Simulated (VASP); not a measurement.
# Ni (P6_3/mmc) in VASP: a series of runs, part 2 of 2

VASP 6.6.1. Earlier steps stand in the parts before.

## 3. Single point, RPBE, collinear spin, ferromagnetic start (volume scaled by 0.88)

INCAR

```
SYSTEM = Ni
PREC = Accurate
ENCUT = 520
EDIFF = 1E-7
ISMEAR = -1
SIGMA = 0.05
LREAL = .FALSE.
LASPH = .TRUE.
NELM = 150
ALGO = Normal
ISIF = 2
LWAVE = .FALSE.
LCHARG = .FALSE.
ISPIN = 2
MAGMOM = 0.702 0.702 0.71 0.71
LORBIT = 11
LMAXMIX = 4
GGA = RP
NBANDS = 32
```

KPOINTS

```
regular mesh
0
G
  16 16 5
  0 0 0
```

POSCAR

```
Ni
1.0
    2.4078122905      0.0000000000      0.0000000000
   -1.2039061453      2.0852266111      0.0000000000
    0.0000000000      0.0000000000      7.8803008910
Ni
4
Direct
    0.0000000000      1.0000000000      1.0000000000
    0.0000000000      1.0000000000      0.5000000000
    0.3333333333      0.6666666667      0.2500000000
    0.6666666667      0.3333333333      0.7500000000
```

Potentials or basis: VASP PAW PBE potentials, release 64 (Ni).

Launch:

```console
$ cat potpaw_PBE.64/Ni/POTCAR > POTCAR
$ mpirun -np 1 vasp_std > vasp.out
```

It took 3.1 min on 1 thread of Intel Xeon Platinum 8488C (Sapphire Rapids), shared host; peak memory 0.27 GiB.

Results (log left out):

```yaml
Free_energy: -19.3430 eV
Pressure: 30.5 GPa
Net_moment: 2.35 μB per cell
Site_moments: Ni +0.58, +0.60 μB
Valence_electrons_inside_the_program's_atomic_spheres: Ni 9.49
```

Stress tensor (GPa, compression positive):
```
30.18  0.00  0.00
 0.00 30.18  0.00
 0.00  0.00 31.01
```

Levels at points of the mesh, in eV from the Fermi level:
Spin up:
| k point | band 18 | band 19 | band 20 | band 21 | band 22 | band 23 | band 24 | band 25 |
| --- | --- | --- | --- | --- | --- | --- | --- | --- |
| (0.00, 0.00, 0.00) | -1.27 | -1.27 | -1.01 | -1.01 | -0.63 | -0.63 | -0.50 | 6.37 |
| (0.50, 0.00, 0.00) | -0.47 | -0.46 | -0.45 | 0.11 | 1.30 | 2.53 | 3.14 | 7.22 |
Spin down:
```csv
k point,band 17,band 18,band 19,band 20,band 21,band 22
"(0.00, 0.00, 0.00)",-1.00,-0.64,-0.64,-0.58,-0.34,-0.34
"(0.50, 0.00, 0.00)",0.18,0.23,0.31,0.34,0.37,1.28
```

Caveat: the PAW data sets were made with another functional, which shifts forces and pressure a little.

## 4. Single point, RPBE, collinear spin, ferromagnetic start (volume scaled by 0.92)

INCAR

```
PREC = Accurate ; ENCUT = 520
EDIFF = 1E-6 ; ISMEAR = -1
SIGMA = 0.05 ; LREAL = False
LASPH = True ; NELM = 150
ALGO = Normal ; ISIF = 2
LWAVE = False ; LCHARG = False
ISPIN = 2 ; MAGMOM = 0.702 0.702 0.71 0.71
LORBIT = 11 ; LMAXMIX = 4
GGA = RP ; NBANDS = 32
```

KPOINTS

```
Automatic mesh
0
Gamma
  16 16 5
```

POSCAR

```
Ni
1.0
    2.4437550864      0.0000000000      0.0000000000
   -1.2218775432      2.1163539855      0.0000000000
    0.0000000000      0.0000000000      7.9979346649
Ni
4
Direct
    0.0000000000      1.0000000000      1.0000000000
    0.0000000000      1.0000000000      0.5000000000
    0.3333333333      0.6666666667      0.2500000000
    0.6666666667      0.3333333333      0.7500000000
```

Potentials or basis: VASP PAW PBE potentials, release 64 (Ni).

Launch:

```console
$ cat potpaw_PBE.64/Ni/POTCAR > POTCAR
$ mpirun -np 1 vasp_std > vasp.out
```

OUTCAR:

```text
PREC = Accurate
   ENCUT = 520
   EDIFF = 1E-6
   ISMEAR = -1
   LREAL = False
   LASPH = True
   NELM = 150
   ISIF = 2
   ISPIN = 2
   LORBIT = 11
   GGA = RP

 ion  position               nearest neighbor table
   1  0.000  0.000  0.000-   3 2.45   4 2.45   4 2.45   3 2.45   4 2.45   3 2.45
   2  0.000  0.000  0.500-   3 2.45   4 2.45   4 2.45   3 2.45   4 2.45   3 2.45
   3  0.333  0.667  0.250-   1 2.45   2 2.45   1 2.45   2 2.45   1 2.45   2 2.45
   4  0.667  0.333  0.750-   1 2.45   2 2.45   1 2.45   2 2.45   1 2.45   2 2.45

  LATTYP: Found a hexagonal cell.
 ALAT       =     2.4437550864
 C/A-ratio  =     3.2728053271

  Lattice vectors:

 A1 = (   2.4437550864,   0.0000000000,   0.0000000000)
 A2 = (  -1.2218775432,   2.1163539855,   0.0000000000)
 A3 = (   0.0000000000,   0.0000000000,   7.9979346649)

Analysis of symmetry for initial positions (statically):
=====================================================================
 Subroutine PRICEL returns:
 Original cell was already a primitive cell.
[... 1886 lines left out ...]

  FORCE on cell =-STRESS in cart. coord.  units (eV):
  Direction    XX          YY          ZZ          XY          YZ          ZX
  --------------------------------------------------------------------------------------
  -------------------------------------------------------------------------------------
  Total        4.5154219      4.5154219      4.7037816      0.0000000     -0.0000000      0.0000000
  in kB      174.8980933    174.8980933    182.1939255      0.0000000     -0.0000000      0.0000000
  external PRESSURE =     177.3300373 kB  Pullay stress =       0.0000000 kB

 VOLUME and BASIS-vectors are now :
 -----------------------------------------------------------------------------
  energy-cutoff  :      520.00
  volume of cell :       41.36
      direct lattice vectors                 reciprocal lattice vectors
     2.443755086  0.000000000  0.000000000     0.409206309  0.236255373  0.000000000
    -1.221877543  2.116353985  0.000000000     0.000000000  0.472510746  0.000000000
     0.000000000  0.000000000  7.997934665     0.000000000  0.000000000  0.125032279

 POSITION                                       TOTAL-FORCE (eV/Angst)
 -----------------------------------------------------------------------------------
      0.00000      0.00000      0.00000        -0.000000      0.000000      0.000000
      0.00000      0.00000      3.99897        -0.000000      0.000000      0.000000
     -0.00000      1.41090      1.99948         0.000000      0.000000      0.000000
      1.22188      0.70545      5.99845        -0.000000      0.000000     -0.000000
 -----------------------------------------------------------------------------------
    total drift:                                0.000000     -0.000000      0.000000

  FREE ENERGIE OF THE ION-ELECTRON SYSTEM (eV)
  ---------------------------------------------------
  free  energy   TOTEN  =       -19.6109993035 eV

  energy  without entropy=      -19.5543094183  energy(sigma->0) =      -19.58265436

 total charge

# of ion       s       p       d       tot
------------------------------------------
    1        0.518   0.542   8.340   9.399
    2        0.518   0.542   8.340   9.399
    3        0.517   0.544   8.337   9.399
    4        0.517   0.544   8.337   9.399
--------------------------------------------------
tot          2.070   2.173  33.355  37.597

 magnetization (x)

# of ion       s       p       d       tot
------------------------------------------
    1       -0.007  -0.028   0.633   0.598
    2       -0.007  -0.028   0.633   0.598
    3       -0.007  -0.028   0.647   0.613
    4       -0.007  -0.028   0.647   0.613
--------------------------------------------------
tot         -0.028  -0.110   2.560   2.422
```

Run time: 2.9 min. Hardware: 1 thread of Intel Xeon Platinum 8488C (Sapphire Rapids), shared host; peak memory 0.28 GiB.

What came out:

```
Free energy                                           : -19.6110 eV
Pressure                                              : 17.7 GPa
Net moment                                            : 2.39 μB per cell
Site moments                                          : Ni +0.60, +0.61 μB
Valence electrons inside the program's atomic spheres : Ni 9.40
```

Levels at points of the mesh, in eV from the Fermi level:
Spin up:
| k point | band 18 | band 19 | band 20 | band 21 | band 22 | band 23 | band 24 | band 25 |
| --- | --- | --- | --- | --- | --- | --- | --- | --- |
| (0.00, 0.00, 0.00) | -1.24 | -1.24 | -1.00 | -1.00 | -0.64 | -0.64 | -0.42 | 6.03 |
| (0.50, 0.00, 0.00) | -0.50 | -0.49 | -0.48 | 0.16 | 1.30 | 2.41 | 2.99 | 6.87 |
Spin down:
```
           k point  band 15  band 16  band 17  band 18  band 19  band 20  band 21  band 22  band 23  band 24
(0.00, 0.00, 0.00)    -1.57    -0.94    -0.94    -0.59    -0.59    -0.50    -0.32    -0.32     0.09     0.09
(0.50, 0.00, 0.00)     0.15     0.17     0.22     0.22     0.30     0.32     0.36     1.28     2.74     3.29
```

Caveat: the PAW data sets were made with another functional, which shifts forces and pressure a little.

## 5. Single point, RPBE, collinear spin, ferromagnetic start (volume scaled by 1.12)

INCAR

```
PREC = Accurate
ENCUT = 520
EDIFF = 1E-7
ISMEAR = -1
SIGMA = 0.05
LREAL = F
LASPH = T
NELM = 150
ALGO = Normal
ISIF = 2
LWAVE = F
LCHARG = F
ISPIN = 2
MAGMOM = 0.702 0.702 0.71 0.71
LORBIT = 11
LMAXMIX = 4
GGA = RP
NBANDS = 32
```

KPOINTS is that of step 4.

POSCAR

```
Ni
1.0
    2.6093624625      0.0000000000      0.0000000000
   -1.3046812312      2.2597741802      0.0000000000
    0.0000000000      0.0000000000      8.5399353673
Ni
4
Direct
    0.0000000000      1.0000000000      1.0000000000
    0.0000000000      1.0000000000      0.5000000000
    0.3333333333      0.6666666667      0.2500000000
    0.6666666667      0.3333333333      0.7500000000
```

Launch:

```console
$ cat potpaw_PBE.64/Ni/POTCAR > POTCAR
$ mpirun -np 1 vasp_std > vasp.out
```

It took 6.6 min on 1 thread of Oxide Virtual Turin-like, shared host; peak memory 0.28 GiB.

It converged, with:

```
Free energy                                           : -19.5117 eV
Pressure                                              : -14.9 GPa
Net moment                                            : 2.74 μB per cell
Site moments                                          : Ni +0.71, +0.72 μB
Valence electrons inside the program's atomic spheres : Ni 9.08
```

Levels at points of the mesh, in eV from the Fermi level:
Spin up:
| k point | band 19 | band 20 | band 21 | band 22 | band 23 | band 24 | band 25 | band 26 |
| --- | --- | --- | --- | --- | --- | --- | --- | --- |
| (0.00, 0.00, 0.00) | -1.16 | -0.99 | -0.99 | -0.73 | -0.73 | -0.06 | 4.65 | 12.93 |
| (0.50, 0.00, 0.00) | -0.63 | -0.63 | 0.33 | 1.34 | 1.91 | 2.45 | 5.49 | 5.49 |
Spin down:
```
           k point  band 15  band 16  band 17  band 18  band 19  band 20  band 21  band 22
(0.00, 0.00, 0.00)    -1.13    -0.71    -0.71    -0.44    -0.44    -0.23    -0.23    -0.18
(0.50, 0.00, 0.00)     0.14     0.15     0.19     0.25     0.28     0.30     0.39     1.29
```

Caveat: the PAW data sets were made with another functional, which shifts forces and pressure a little.

## 6. Summary

| cell | k mesh | gap on the mesh (eV) | pressure (GPa) | moment (μB) |
| --- | --- | --- | --- | --- |
| a = 2.513, b = 2.513, c = 8.223 Å, angles 90.0, 90.0, 120.0°, 4 atoms | 14 × 14 × 4 | none | 0.1 | 2.60 |
| a = 2.408, b = 2.408, c = 7.880 Å, angles 90.0, 90.0, 120.0°, 4 atoms | 16 × 16 × 5 | none | 30.5 | 2.35 |
| a = 2.444, b = 2.444, c = 7.998 Å, angles 90.0, 90.0, 120.0°, 4 atoms | 16 × 16 × 5 | none | 17.7 | 2.39 |
| a = 2.609, b = 2.609, c = 8.540 Å, angles 90.0, 90.0, 120.0°, 4 atoms | 16 × 16 × 5 | none | -14.9 | 2.74 |

Alike in all rows: task single point; level RPBE; potentials or basis VASP PAW PBE potentials, release 64 (Ni); spin collinear, ferromagnetic start; cutoff (eV) 520; smearing fermi-dirac 0.05 eV.

Caveats: the PAW data sets were made with another functional, which shifts forces and pressure a little.

Absolute energies hang on the potentials; compare differences alone.
